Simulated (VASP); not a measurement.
# SiC (I-4m2) in VASP: notebook

Runs on SiC. Level: PBEsol. Tasks: single point.

Everything below comes from runs of VASP 6.6.1. Logs are shortened: lines on timing, memory, paths and dates and some standing lists are left out, and cuts for length are marked.

## Step 1: The cell of the first run

The structure is tetragonal, space group I-4m2 (No. 119). The conventional cell has a = 2.952 Å, b = 2.952 Å, c = 4.522 Å, α = 90.00°, β = 90.00°, γ = 90.00°. Si (site symmetry -4m2) has 4 C at 1.86 Å within 2.5 Å. C (site symmetry -4m2) has 4 Si at 1.86 Å within 2.5 Å.

## Step 2: Single point, PBEsol (strain -0.040 along x and y, +0.040 along z)

File INCAR:

```
PREC     = Accurate       # precision mode
ENCUT    = 520            # plane-wave cutoff, eV
EDIFF    = 1E-6           # SCF threshold, eV
ISMEAR   = 0              # smearing method
SIGMA    = 0.05           # smearing width, eV
LREAL    = False          # projectors in reciprocal space
LASPH    = True           # aspherical terms in the spheres
NELM     = 100            # most SCF steps
ALGO     = Normal         # electronic algorithm
ISIF     = 2              # what is computed and relaxed
LWAVE    = False          # write WAVECAR
LCHARG   = True           # write CHGCAR
GGA      = PS             # functional
LELF     = True           # ELF
LVHAR    = True         
NBANDS   = 11             # bands
```

File KPOINTS:

```
regular mesh
0
Gamma
  12 12 12
```

File POSCAR:

```
SiC
1.0
    0.0000000000      2.0870400000      2.2609600000
    2.0870400000      0.0000000000      2.2609600000
    2.0870400000      2.0870400000      0.0000000000
Si C
1 1
Direct
    0.0000000000      0.0000000000      0.0000000000
    0.7500000000      0.7500000000      0.7500000000
```

Potentials or basis: VASP PAW PBE potentials, release 64 (Si, C).

Run with:

```bash
$ cat potpaw_PBE.64/Si/POTCAR potpaw_PBE.64/C/POTCAR > POTCAR
$ mpirun -np 1 vasp_std > vasp.out
```

OUTCAR:

```text
PREC = Accurate
   ENCUT = 520
   EDIFF = 1E-6
   ISMEAR = 0
   LREAL = False
   LASPH = True
   NELM = 100
   ISIF = 2
   GGA = PS

 ion  position               nearest neighbor table
   1  0.000  0.000  0.000-   2 1.86   2 1.86   2 1.86   2 1.86
   2  0.750  0.750  0.750-   1 1.86   1 1.86   1 1.86   1 1.86

  LATTYP: Found a body centered tetragonal cell.
 ALAT       =     2.9515202732
 C/A-ratio  =     1.5320646926

  Lattice vectors:

 A1 = (  -2.0870400000,   0.0000000000,   2.2609600000)
 A2 = (   2.0870400000,   0.0000000000,   2.2609600000)
 A3 = (   0.0000000000,   2.0870400000,  -2.2609600000)

Analysis of symmetry for initial positions (statically):
=====================================================================
 Subroutine PRICEL returns:
 Original cell was already a primitive cell.

 Routine SETGRP: Setting up the symmetry group for a
 body centered tetragonal supercell.

 Subroutine GETGRP returns: Found  8 space group operations
 (whereof  8 operations were pure point group operations)
 out of a pool of 16 trial point group operations.

The static configuration has the point symmetry D_2d.

Analysis of symmetry for dynamics (positions and initial velocities):
=====================================================================
 Subroutine PRICEL returns:
 Original cell was already a primitive cell.

 Routine SETGRP: Setting up the symmetry group for a
 body centered tetragonal supercell.

 Subroutine GETGRP returns: Found  8 space group operations
 (whereof  8 operations were pure point group operations)
 out of a pool of 16 trial point group operations.

The dynamic configuration has the point symmetry D_2d.

 Subroutine INISYM returns: Found  8 space group operations
 (whereof  8 operations are pure point group operations),
 and found     1 'primitive' translations

----------------------------------------------------------------------------------------

                                     Primitive cell

  volume of cell :      19.6963

  direct lattice vectors                    reciprocal lattice vectors
     0.000000000  2.087040000  2.260960000    -0.239573750  0.239573750  0.221145000
     2.087040000  0.000000000  2.260960000     0.239573750 -0.239573750  0.221145000
     2.087040000  2.087040000  0.000000000     0.239573750  0.239573750 -0.221145000

  length of vectors
     3.076958902  3.076958902  2.951520273     0.404593963  0.404593963  0.404593963

  position of ions in fractional coordinates (direct lattice)
     0.000000000  0.000000000  0.000000000
     0.750000000  0.750000000  0.750000000

  ion indices of the primitive-cell ions
   primitive index   ion index
                 1           1
                 2           2

----------------------------------------------------------------------------------------

 KPOINTS: regular mesh

Automatic generation of k-mesh.
 Grid dimensions read from file:
 generate k-points for:   12   12   12

 Generating k-lattice:

  Cartesian coordinates                     Fractional coordinates (reciprocal lattice)
    -0.019964479  0.019964479  0.018428750     0.083333333  0.000000000  0.000000000
     0.019964479 -0.019964479  0.018428750     0.000000000  0.083333333  0.000000000
     0.019964479  0.019964479 -0.018428750     0.000000000  0.000000000  0.083333333

  Length of vectors
     0.033716164  0.033716164  0.033716164

  Shift w.r.t. Gamma in fractional coordinates (k-lattice)
     0.000000000  0.000000000  0.000000000

 Subroutine IBZKPT returns following result:
 ===========================================

 Found    163 irreducible k-points:

 Following reciprocal coordinates:
            Coordinates               Weight
  0.000000  0.000000  0.000000      1.000000
  0.083333  0.000000  0.000000      8.000000
  0.166667 -0.000000  0.000000      8.000000
  0.250000 -0.000000  0.000000      8.000000
  0.333333  0.000000  0.000000      8.000000
  0.416667  0.000000  0.000000      8.000000
[... 16 lines left out ...]
  0.500000  0.166667  0.000000      8.000000
 -0.416667  0.166667  0.000000      8.000000
 [... further k-points ...]
   k-points           NKPTS =    163   k-points in BZ     NKDIM =    163   number of bands    NBANDS=     11
   number of dos      NEDOS =    301   number of ions     NIONS =      2
   total plane-waves  NPLWV =  13824
   dimension x,y,z NGX =    24 NGY =   24 NGZ =   24
   dimension x,y,z NGXF=    48 NGYF=   48 NGZF=   48
   ions per type =               1   1
   NGX,Y,Z   is equivalent  to a cutoff of  12.97, 12.97, 13.52 a.u.
   NGXF,Y,Z  is equivalent  to a cutoff of  25.93, 25.93, 27.04 a.u.
 SYSTEM =  unknown system
   PREC   = accura    normal or accurate (medium, high low for compatibility)
   ISTART =      0    job   : 0-new  1-cont  2-samecut
   ICHARG =      2    charge: 1-file 2-atom 10-const
   ISPIN  =      1    spin polarized calculation?
   LNONCOLLINEAR =      F non collinear calculations
   LSORBIT =      F    spin-orbit coupling
   LASPH  =      T    aspherical Exc in radial PAW
   ENCUT  =  520.0 eV  38.22 Ry    6.18 a.u.   5.72  5.72  5.49*2*pi/ulx,y,z
   NELM   =    100;   NELMIN=  2; NELMDL= -5     # of ELM steps
   EDIFF  = 0.1E-05   stopping-criterion for ELM
   LREAL  =      F    real-space projection
   EDIFFG = 0.1E-04   stopping-criterion for IOM
   NSW    =      0    number of steps for IOM
   IBRION =     -1    ionic relax: 0-MD 1-quasi-New 2-CG
   NFREE  =      0    steps in history (QN), initial steepest desc. (CG)
   ISIF   =      2    stress and relaxation
   ISYM   =      2    0-nonsym 1-usesym 2-fastsym
   POTIM  = 0.5000    time-step for ionic-motion
   TEBEG  =    0.0;   TEEND  =   0.0 temperature during run
   PSTRESS=    0.0 pullay stress
   NELECT =       8.0000    total number of electrons
   NUPDOWN=      -1.0000    fix difference up-down
   EMIN   =  10.00;   EMAX   =-10.00  energy-range for DOS
   EFERMI =   0.00;   METHOD = LEGACY
   ISMEAR =     0;   SIGMA  =   0.05  broadening in eV -4-tet -1-fermi 0-gaus
   EFERMI_NEDOS =   21; number of points for ismear=-14 and -15
   IALGO  =     38    algorithm
   IMIX   =      4    mixing-type and parameters
     AMIX     =   0.40;   BMIX     =  1.00
     AMIX_MAG =   1.60;   BMIX_MAG =  1.00
  volume/ion in A,a.u.               =       9.85        66.46
  Fermi-wavevector in a.u.,A,eV,Ry     =   1.212393  2.291090 19.999154  1.469896
  Thomas-Fermi vector in A             =   2.347878
   LORBIT       =      0    0 simple, 1 ext, 2 COOP (PROOUT), +10 PAW based schemes
   GGA     = PS    functional components
   LHFCALC =     F    Hartree Fock is set to
   AEXX    =    0.0000 exact exchange contribution
   IVDW    =     0    specifies the selected vdW correction
   LEPSILON=     F    determine dielectric tensor
   LRPA    =     F    only Hartree local field effects (RPA)
 non-spin polarized calculation
 Gauss-broadening in eV      SIGMA  =   0.05
  energy-cutoff  :      520.00
  volume of cell :       19.70
 maximum number of plane-waves:       549
   NGX = 11   NGY = 11   NGZ = 11

 number of electron       7.9999999 magnetization

 Free energy of the ion-electron system (eV)
  ---------------------------------------------------
  ext. energy  EPLUGINS =         0.00000000
  ---------------------------------------------------
  free energy    TOTEN  =       -15.80300200 eV

  energy without entropy =      -15.80300200  energy(sigma->0) =      -15.80300200

 E-fermi :   9.1382     XC(G=0): -11.7247

 val. band max:        8.8751769313   @ k =  -0.0833   0.0833   0.0000
 cond. band min:       9.6094463753   @ k =   0.5000   0.0000   0.5000
 fundamental gap:      0.7342694440
 Fermi energy:         9.1382135001

 k-point     1 :       0.0000    0.0000    0.0000
  band No.  band energies     occupation
      1      -7.1883      2.00000
      2       8.2287      2.00000
      3       8.8567      2.00000
      4       8.8567      2.00000
      5      15.3364      0.00000
      6      16.1921      0.00000
      7      16.1921      0.00000
      8      16.3389      0.00000
      9      21.9000      0.00000
     10      24.1787      0.00000
     11      24.6779      0.00000

 k-point     2 :       0.0833    0.0000    0.0000
  band No.  band energies     occupation
      1      -7.0460      2.00000
      2       7.7830      2.00000
      3       8.4421      2.00000
      4       8.7868      2.00000
      5      15.5003      0.00000
      6      16.1966      0.00000
      7      16.3904      0.00000
      8      16.6776      0.00000
      9      21.2965      0.00000
     10      23.6906      0.00000
     11      24.9797      0.00000

 k-point     3 :       0.1667   -0.0000    0.0000
  band No.  band energies     occupation
      1      -6.6229      2.00000
      2       6.2112      2.00000
      3       8.0212      2.00000
      4       8.6147      2.00000
      5      15.1537      0.00000
      6      16.5988      0.00000
      7      16.8439      0.00000
      8      17.4927      0.00000
      9      20.9467      0.00000
     10      22.5282      0.00000
     11      24.8312      0.00000

 k-point     4 :       0.2500   -0.0000    0.0000
  band No.  band energies     occupation
      1      -5.9329      2.00000
      2       4.2422      2.00000
      3       7.6371      2.00000
      4       8.4158      2.00000
      5      14.6220      0.00000
      6      16.5829      0.00000
      7      17.1474      0.00000
      8      18.4203      0.00000
      9      21.6347      0.00000
     10      22.2215      0.00000
     11      24.4184      0.00000

 k-point     5 :       0.3333    0.0000    0.0000
  band No.  band energies     occupation
      1      -5.0125      2.00000
      2       2.2840      2.00000
      3       7.3139      2.00000
      4       8.2492      2.00000
      5      14.1509      0.00000
      6      16.3472      0.00000
      7      17.0260      0.00000
      8      18.9075      0.00000
      9      22.9962      0.00000
     10      23.0530      0.00000
     11      24.7998      0.00000
[... 211 lines left out ...]
 k-point    21 :       0.3333    0.1667    0.0000
  band No.  band energies     occupation
      1      -5.3065      2.00000
      2       3.7818      2.00000
      3       6.4737      2.00000
      4       7.3156      2.00000
      5      13.7401      0.00000
      6      16.7666      0.00000
      7      17.7686      0.00000
      8      18.9568      0.00000
      9      21.2737      0.00000
     10      25.2790      0.00000
     11      26.9241      0.00000

 k-point    22 :       0.4167    0.1667    0.0000
  band No.  band energies     occupation
      1      -4.3663      2.00000
      2       2.1223      2.00000
      3       5.7261      2.00000
      4       7.2785      2.00000
      5      13.7314      0.00000
      6      16.6014      0.00000
      7      18.7114      0.00000
      8      18.8795      0.00000
      9      22.3417      0.00000
     10      26.1036      0.00000
     11      26.7262      0.00000

 k-point    23 :       0.5000    0.1667    0.0000
  band No.  band energies     occupation
      1      -3.3841      2.00000
      2       0.6846      2.00000
      3       5.1760      2.00000
      4       7.4058      2.00000
      5      13.9230      0.00000
      6      16.3973      0.00000
      7      18.2632      0.00000
      8      19.8998      0.00000
      9      23.2896      0.00000
     10      26.1246      0.00000
     11      26.7996      0.00000

 k-point    24 :      -0.4167    0.1667    0.0000
  band No.  band energies     occupation
      1      -3.0260      2.00000
      2       0.2380      2.00000
      3       4.8613      2.00000
      4       7.6750      2.00000
      5      14.3433      0.00000
      6      16.3033      0.00000
      7      17.8867      0.00000
      8      19.9697      0.00000
      9      24.2330      0.00000
     10      24.3975      0.00000
     11      26.7745      0.00000

 [... further k-points ...]
[... 5 lines left out ...]
  --------------------------------------------------------------------------------------
  -------------------------------------------------------------------------------------
  Total        2.4289194      2.4289194     -0.5437638      0.0000000     -0.0000000      0.0000000
  in kB      197.5783108    197.5783108    -44.2319871      0.0000000     -0.0000000      0.0000000
  external PRESSURE =     116.9748781 kB  Pullay stress =       0.0000000 kB

 VOLUME and BASIS-vectors are now :
 -----------------------------------------------------------------------------
  energy-cutoff  :      520.00
  volume of cell :       19.70
      direct lattice vectors                 reciprocal lattice vectors
     0.000000000  2.087040000  2.260960000    -0.239573750  0.239573750  0.221145000
     2.087040000  0.000000000  2.260960000     0.239573750 -0.239573750  0.221145000
     2.087040000  2.087040000  0.000000000     0.239573750  0.239573750 -0.221145000

 POSITION                                       TOTAL-FORCE (eV/Angst)
 -----------------------------------------------------------------------------------
      0.00000      0.00000      0.00000        -0.000000     -0.000000      0.000000
      3.13056      3.13056      3.39144         0.000000      0.000000      0.000000
 -----------------------------------------------------------------------------------
    total drift:                                0.000000      0.000000     -0.000000

  FREE ENERGIE OF THE ION-ELECTRON SYSTEM (eV)
  ---------------------------------------------------
  free  energy   TOTEN  =       -15.8030019973 eV

  energy  without entropy=      -15.8030019973  energy(sigma->0) =      -15.80300200
```

Wall time 17 s (1 thread of Intel Xeon 6975P-C (Granite Rapids), shared host); peak memory 0.15 GiB.

Results:

```
Free energy            : -15.8030 eV
Pressure               : 11.7 GPa
Band gap on the k mesh : 0.73 eV, indirect (least direct gap 4.42 eV)
```

Caveat: the cell differs from its parent crystal (strain -0.040 along x and y, +0.040 along z); the PAW data sets were made with another functional, which shifts forces and pressure a little. A k mesh can miss the band edges.

## Step 3: Single point, PBEsol (strain +0.000 along x and y, +0.040 along z)

File INCAR:

```
SYSTEM = SiC
  PREC = Accurate
  ENCUT = 520
  EDIFF = 1E-6
  ISMEAR = 0
  SIGMA = 0.05
  LREAL = .False.
  LASPH = .True.
  NELM = 100
  ALGO = Normal
  ISIF = 2
  LWAVE = .False.
  LCHARG = .False.
  GGA = PS
  NBANDS = 11
```

File KPOINTS:

```
regular mesh
0
Gamma
  12 12 12
  0 0 0
```

File POSCAR:

```
SiC
1.0
    0.0000000000      2.1740000000      2.2609600000
    2.1740000000      0.0000000000      2.2609600000
    2.1740000000      2.1740000000      0.0000000000
Si C
1 1
Direct
    0.0000000000      0.0000000000      0.0000000000
    0.7500000000      0.7500000000      0.7500000000
```

Potentials or basis: VASP PAW PBE potentials, release 64 (Si, C).

Run with:

```bash
$ cat potpaw_PBE.64/Si/POTCAR potpaw_PBE.64/C/POTCAR > POTCAR
$ mpirun -np 1 vasp_std > vasp.out
```

It took 18 s on 1 thread of Intel Xeon 6975P-C (Granite Rapids), shared host; peak memory 0.16 GiB.

It converged, with:

```
Free energy            : -15.8833 eV
Pressure               : -6.7 GPa
Band gap on the k mesh : 1.06 eV, indirect (least direct gap 4.37 eV)
```

Stress tensor (GPa, compression positive):
```
 -3.10   0.00   0.00
  0.00  -3.10   0.00
  0.00   0.00 -13.75
```

Levels at points of the mesh, in eV from the valence-band top:
| k point | band 2 | band 3 | band 4 | band 5 | band 6 | band 7 |
| --- | --- | --- | --- | --- | --- | --- |
| (0.00, 0.00, 0.00) | -0.28 | 0.00 | 0.00 | 5.70 | 6.90 | 6.90 |
| (0.50, 0.00, 0.00) | -8.52 | -1.38 | -0.91 | 4.84 | 6.79 | 7.20 |
| (0.50, 0.50, 0.00) | -8.15 | -2.96 | -2.96 | 1.41 | 4.44 | 13.58 |
| (0.50, 0.00, 0.50) | -7.67 | -3.41 | -3.34 | 1.06 | 3.77 | 12.82 |

Caveat: the cell differs from its parent crystal (strain +0.000 along x and y, +0.040 along z); the PAW data sets were made with another functional, which shifts forces and pressure a little. A k mesh can miss the band edges.
